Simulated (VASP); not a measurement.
# Mn (I4_1/amd) in VASP: further runs

The runs below take Mn through single point, with PBE.

Program: VASP 6.6.1. These are calculated values, not measurements. Logs are shortened: lines on timing, memory, paths and dates and some standing lists are left out, and cuts for length are marked.

### 1 The cell of the first run

It takes space group I4_1/amd (No. 141, tetragonal). The conventional cell has a = 4.400 Å, b = 4.400 Å, c = 2.466 Å, α = 90.00°, β = 90.00°, γ = 90.00°. Mn (site symmetry -4m2) has 10 Mn at 2.28 to 2.87 Å within 3.0 Å.

### 2 Single point, PBE, collinear spin, ferromagnetic start

The input, INCAR:

```
ALGO = Normal
EDIFF = 1E-6
ENCUT = 680
GGA = PE
GGA_COMPAT = F
ISIF = 2
ISMEAR = -1
ISPIN = 2
LASPH = T
LCHARG = F
LMAXMIX = 4
LORBIT = 11
LREAL = F
LWAVE = F
MAGMOM = 1.28 1.28
NBANDS = 26
NELM = 200
PREC = Accurate
SIGMA = 0.051703999572871064
```

The input, KPOINTS:

```
k-points
0
Gamma
  6 6 6
```

The input, POSCAR:

```
Mn
1.0
   -2.2001468975      2.2001468975      1.2332440300
    2.2001468975     -2.2001468975      1.2332440300
    2.2001468975      2.2001468975     -1.2332440300
Mn
2
Direct
    0.7500000000      0.2500000000      0.5000000000
    0.0000000000      0.0000000000      0.0000000000
```

Potentials or basis: VASP PAW PBE potentials, release 64 (Mn_sv).

Started as:

```console
> cat potpaw_PBE.64/Mn_sv/POTCAR > POTCAR
> mpirun -np 1 vasp_std > vasp.out
```

OUTCAR:

```text
EDIFF = 1E-6
   ENCUT = 680
   GGA = PE
   ISIF = 2
   ISMEAR = -1
   ISPIN = 2
   LASPH = T
   LORBIT = 11
   LREAL = F
   NELM = 200
   PREC = Accurate

 ion  position               nearest neighbor table
   1  0.750  0.250  0.500-   2 2.28   2 2.28   2 2.28   2 2.28
   2  0.000  0.000  0.000-   1 2.28   1 2.28   1 2.28   1 2.28

  LATTYP: Found a body centered tetragonal cell.
 ALAT       =     4.4002937950
 C/A-ratio  =     0.5605280408

  Lattice vectors:

 A1 = (  -2.2001468975,   2.2001468975,   1.2332440300)
 A2 = (   2.2001468975,  -2.2001468975,   1.2332440300)
 A3 = (   2.2001468975,   2.2001468975,  -1.2332440300)

Analysis of symmetry for initial positions (statically):
=====================================================================
 Subroutine PRICEL returns:
 Original cell was already a primitive cell.

 Routine SETGRP: Setting up the symmetry group for a
 body centered tetragonal supercell.

 Subroutine GETGRP returns: Found 16 space group operations
 (whereof  8 operations were pure point group operations)
 out of a pool of 16 trial point group operations.

The static configuration has the point symmetry D_2d.
 The point group associated with its full space group is D_4h.

Analysis of symmetry for dynamics (positions and initial velocities):
=====================================================================
 Subroutine PRICEL returns:
 Original cell was already a primitive cell.

 Routine SETGRP: Setting up the symmetry group for a
 body centered tetragonal supercell.

 Subroutine GETGRP returns: Found 16 space group operations
 (whereof  8 operations were pure point group operations)
 out of a pool of 16 trial point group operations.

The dynamic configuration has the point symmetry D_2d.
 The point group associated with its full space group is D_4h.

Analysis of structural, dynamic, and magnetic symmetry:
=====================================================================
 Subroutine PRICEL returns:
 Original cell was already a primitive cell.

 Routine SETGRP: Setting up the symmetry group for a
 body centered tetragonal supercell.

 Subroutine GETGRP returns: Found 16 space group operations
 (whereof  8 operations were pure point group operations)
 out of a pool of 16 trial point group operations.

The overall configuration has the point symmetry D_2d.
 The point group associated with its full space group is D_4h.

 Subroutine INISYM returns: Found 16 space group operations
 (whereof  8 operations are pure point group operations),
 and found     1 'primitive' translations

[... 117 lines left out ...]
  Thomas-Fermi vector in A             =   2.834063
   LORBIT       =     11    0 simple, 1 ext, 2 COOP (PROOUT), +10 PAW based schemes
   GGA     = PE    functional components
   LHFCALC =     F    Hartree Fock is set to
   AEXX    =    0.0000 exact exchange contribution
   IVDW    =     0    specifies the selected vdW correction
   LEPSILON=     F    determine dielectric tensor
   LRPA    =     F    only Hartree local field effects (RPA)
 spin polarized calculation
  energy-cutoff  :      680.00
  volume of cell :       23.88
 maximum number of plane-waves:       979
   NGX = 15   NGY = 15   NGZ = 15

 number of electron      30.0000015 magnetization       2.4098038

 Free energy of the ion-electron system (eV)
  ---------------------------------------------------
  ext. energy  EPLUGINS =         0.00000000
  ---------------------------------------------------
  free energy    TOTEN  =       -16.86550981 eV

  energy without entropy =      -16.83306483  energy(sigma->0) =      -16.84928732

 E-fermi :  12.5023     XC(G=0): -13.4007

 val. band max:       12.4952447841   @ k =   0.3333   0.0000  -0.0000
 cond. band min:      12.5032863731   @ k =   0.5000   0.5000   0.3333
 fundamental gap:      0.0080415890
 Fermi energy:        12.5023288720

 spin component 1

 k-point     1 :       0.0000    0.0000    0.0000
  band No.  band energies     occupation
      1     -67.4404      1.00000
      2     -67.1708      1.00000
      3     -36.3956      1.00000
      4     -36.3956      1.00000
      5     -35.8399      1.00000
      6     -35.8273      1.00000
[... 685 lines left out ...]
     25      28.7449      0.00000
     26      30.5362      0.00000

 [... further k-points ...]

 spin component 2

 k-point     1 :       0.0000    0.0000    0.0000
  band No.  band energies     occupation
      1     -66.1190      1.00000
      2     -65.8405      1.00000
      3     -35.1344      1.00000
      4     -35.1344      1.00000
      5     -34.4959      1.00000
      6     -34.4834      1.00000
[... 685 lines left out ...]
     25      29.3348      0.00000
     26      30.9496      0.00000

 [... further k-points ...]

------------------------ aborting loop because EDIFF is reached ----------------------------------------

  FORCE on cell =-STRESS in cart. coord.  units (eV):
  Direction    XX          YY          ZZ          XY          YZ          ZX
  --------------------------------------------------------------------------------------
  -------------------------------------------------------------------------------------
  Total       -0.3096982     -0.3096982      0.3536023      0.0000000      0.0000000      0.0000000
  in kB      -20.7795853    -20.7795853     23.7253894      0.0000000      0.0000000      0.0000000
  external PRESSURE =      -5.9445937 kB  Pullay stress =       0.0000000 kB

 VOLUME and BASIS-vectors are now :
 -----------------------------------------------------------------------------
  energy-cutoff  :      680.00
  volume of cell :       23.88
      direct lattice vectors                 reciprocal lattice vectors
    -2.200146897  2.200146897  1.233244030     0.000000000  0.227257553  0.405434762
     2.200146897 -2.200146897  1.233244030     0.227257553  0.000000000  0.405434762
     2.200146897  2.200146897 -1.233244030     0.227257553  0.227257553  0.000000000

 POSITION                                       TOTAL-FORCE (eV/Angst)
 -----------------------------------------------------------------------------------
      0.00000      2.20015      0.61662        -0.000000      0.000000      0.000000
      0.00000      0.00000      0.00000         0.000000     -0.000000     -0.000000
 -----------------------------------------------------------------------------------
    total drift:                               -0.000000      0.000000      0.000000

  FREE ENERGIE OF THE ION-ELECTRON SYSTEM (eV)
  ---------------------------------------------------
  free  energy   TOTEN  =       -16.8655098098 eV

  energy  without entropy=      -16.8330648339  energy(sigma->0) =      -16.84928732

 total charge

# of ion       s       p       d       tot
------------------------------------------
    1        2.246   6.057   4.752  13.056
    2        2.246   6.057   4.752  13.056
--------------------------------------------------
tot          4.493  12.114   9.505  26.111

 magnetization (x)

# of ion       s       p       d       tot
------------------------------------------
    1        0.006   0.004   1.139   1.149
    2        0.006   0.004   1.139   1.149
--------------------------------------------------
tot          0.013   0.009   2.277   2.299
```

OSZICAR:

```text
N       E                     dE             d eps       ncg     rms          rms(c)
DAV:   1     0.623889098606E+03    0.62389E+03   -0.18203E+04  3240   0.301E+03
DAV:   2     0.296600885424E+02   -0.59423E+03   -0.56913E+03  3126   0.675E+02
DAV:   3    -0.144468079936E+02   -0.44107E+02   -0.42457E+02  4218   0.229E+02
[... 10 lines left out ...]
DAV:  14    -0.168649509167E+02   -0.68698E-03   -0.11083E-03  5122   0.366E-01    0.152E-01
DAV:  15    -0.168652350142E+02   -0.28410E-03   -0.38951E-03  4612   0.698E-01    0.105E-01
DAV:  16    -0.168655026763E+02   -0.26766E-03   -0.40523E-04  4684   0.270E-01    0.394E-02
DAV:  17    -0.168655078890E+02   -0.52127E-05   -0.42183E-05  4912   0.820E-02    0.169E-02
DAV:  18    -0.168655090463E+02   -0.11573E-05   -0.44943E-06  3374   0.294E-02    0.762E-03
DAV:  19    -0.168655098098E+02   -0.76349E-06   -0.13377E-06  2020   0.174E-02
   1 F= -.16865510E+02 E0= -.16849287E+02  d E =-.324450E-01  mag=     2.4091
```

It took 65 s on 1 thread of AMD EPYC 7R13 (Zen 3), shared host; peak memory 0.15 GiB.

What came out:

| Property | Result |
| --- | --- |
| Free energy | -16.8655 eV |
| Pressure | -0.6 GPa |
| Net moment | 2.41 μB per cell |
| Site moments | Mn +1.15 μB |
| Valence electrons inside the program's atomic spheres | Mn 13.06 |

Levels at points of the mesh, in eV from the Fermi level:
Spin up:
| k point | band 12 | band 13 | band 14 | band 15 | band 16 | band 17 | band 18 | band 19 | band 20 | band 21 |
| --- | --- | --- | --- | --- | --- | --- | --- | --- | --- | --- |
| (0.00, 0.00, 0.00) | -2.78 | -2.21 | -0.42 | -0.42 | -0.36 | -0.36 | 1.05 | 2.19 | 7.03 | 7.03 |
| (0.50, 0.00, 0.00) | -2.57 | -1.46 | -1.25 | -0.75 | -0.09 | 0.91 | 1.02 | 2.55 | 5.95 | 8.67 |
| (0.50, 0.50, 0.00) | -2.81 | -1.90 | -1.90 | -0.58 | -0.58 | 0.35 | 0.35 | 0.75 | 0.75 | 13.59 |
| (0.50, 0.50, 0.50) | -2.29 | -0.66 | -0.66 | -0.64 | -0.64 | -0.19 | -0.19 | -0.12 | -0.12 | 6.83 |
Spin down:
```tsv
k point	band 10	band 11	band 12	band 13	band 14	band 15	band 16	band 17	band 18	band 19
(0.00, 0.00, 0.00)	-4.06	-2.71	-2.16	-1.55	1.10	1.10	1.15	1.15	2.62	2.93
(0.50, 0.00, 0.00)	-3.33	-2.32	-1.91	-0.28	-0.08	0.14	1.34	1.86	1.93	3.30
(0.50, 0.50, 0.00)	-4.49	-2.07	-2.07	-1.15	-1.15	0.75	0.75	1.78	1.78	2.08
(0.50, 0.50, 0.50)	-3.55	-1.63	-1.63	-0.50	-0.50	0.81	0.81	1.37	1.37	1.44
```

Caveat: the k points lie up to 0.49 Å⁻¹ apart.

### 3 Single point, PBE, collinear spin, ferromagnetic start

The input, INCAR:

```
  ALGO = Normal
  EDIFF = 1E-6
  ENCUT = 680
  GGA = PE
  GGA_COMPAT = F
  ISIF = 2
  ISMEAR = 0
  ISPIN = 2
  LASPH = T
  LCHARG = F
  LMAXMIX = 4
  LORBIT = 11
  LREAL = F
  LWAVE = F
  MAGMOM = 4 4
  NBANDS = 26
  NELM = 200
  PREC = Accurate
  SIGMA = 0.1
```

KPOINTS is that of step 2.

POSCAR is that of step 2.

Potentials or basis: VASP PAW PBE potentials, release 64 (Mn_sv).

Started as:

```console
> cat potpaw_PBE.64/Mn_sv/POTCAR > POTCAR
> mpirun -np 1 vasp_std > vasp.out
```

Run time: 39 s. Hardware: 1 thread of Intel Xeon 6975P-C (Granite Rapids), shared host; peak memory 0.18 GiB.

The run converged. Its results:

| Quantity | Value |
| --- | --- |
| Free energy | -16.8585 eV |
| Pressure | -0.5 GPa |
| Net moment | 2.45 μB per cell |
| Site moments | Mn +1.17 μB |
| Valence electrons inside the program's atomic spheres | Mn 13.06 |

Stress tensor (GPa, compression positive):
```
-1.98  0.00  0.00
 0.00 -1.98  0.00
 0.00  0.00  2.53
```

Levels at points of the mesh, in eV from the Fermi level:
Spin up:
```
           k point  band 14  band 15  band 16  band 17  band 18  band 19
(0.00, 0.00, 0.00)    -0.43    -0.43    -0.37    -0.37     1.04     2.18
(0.50, 0.00, 0.00)    -1.26    -0.75    -0.10     0.90     1.01     2.55
(0.50, 0.50, 0.00)    -1.91    -0.59    -0.59     0.34     0.34     0.74
(0.50, 0.50, 0.50)    -0.67    -0.65    -0.65    -0.20    -0.20    -0.12
```
Spin down:
```csv
k point,band 10,band 11,band 12,band 13,band 14,band 15,band 16,band 17,band 18,band 19
"(0.00, 0.00, 0.00)",-4.05,-2.70,-2.16,-1.54,1.11,1.11,1.15,1.15,2.64,2.94
"(0.50, 0.00, 0.00)",-3.32,-2.31,-1.90,-0.28,-0.07,0.15,1.35,1.87,1.94,3.31
"(0.50, 0.50, 0.00)",-4.49,-2.06,-2.06,-1.14,-1.14,0.76,0.76,1.79,1.79,2.09
"(0.50, 0.50, 0.50)",-3.55,-1.62,-1.62,-0.51,-0.51,0.82,0.82,1.38,1.38,1.45
```

Caveat: the k points lie up to 0.49 Å⁻¹ apart.
